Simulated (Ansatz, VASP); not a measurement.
One calculation of Na3Cl2, two programs

```xyz
10
Lattice="8.2288 0.0000 0.0000 0.0000 8.2288 0.0000 0.0000 0.0000 3.6772" Properties=species:S:1:pos:R:3 pbc="T T T"
Na    7.1308    2.7163    1.8386
Na    1.0980    5.5125    1.8386
Na    5.5125    7.1308    1.8386
Na    2.7163    1.0980    1.8386
Na    4.1144    4.1144    1.8386
Na    0.0000    0.0000    0.0000
Cl    6.5163    4.8638    0.0000
Cl    1.7125    3.3650    0.0000
Cl    3.3650    6.5163    0.0000
Cl    4.8638    1.7125    0.0000
```

Alike in both runs: functional PBE; k mesh 6 × 6 × 10; occupations gaussian, width 0.1 eV; no spin polarisation.

Ansatz relaxed the structure, and its values are those at the end. VASP's run is a single point on that final structure, the one shown.

```csv
,VASP,Ansatz
version,VASP 6.6.1,Ansatz 0.2.0
potentials or method,"VASP PAW PBE potentials, release 64 (Na_pv, Cl), cutoff 520 eV","scalar-relativistic, plane waves, PAW"
valence electrons in the cell,70,82
```

|  | VASP | Ansatz | Ansatz less VASP |
| --- | --- | --- | --- |
| gap on the k mesh at the Fermi level (eV) | none | none | - |
| pressure (GPa) | 0.0 | 0.0 | +0.03 |
| rms of the force components (eV/Å) | 0.003 | 0.003 | -0.0001 |

A gap of «none» marks a metal or a gap that the smearing closes. VASP's potentials hold 70 valence electrons a cell and Ansatz's 82, so a difference there can come from the potentials and not from the codes.
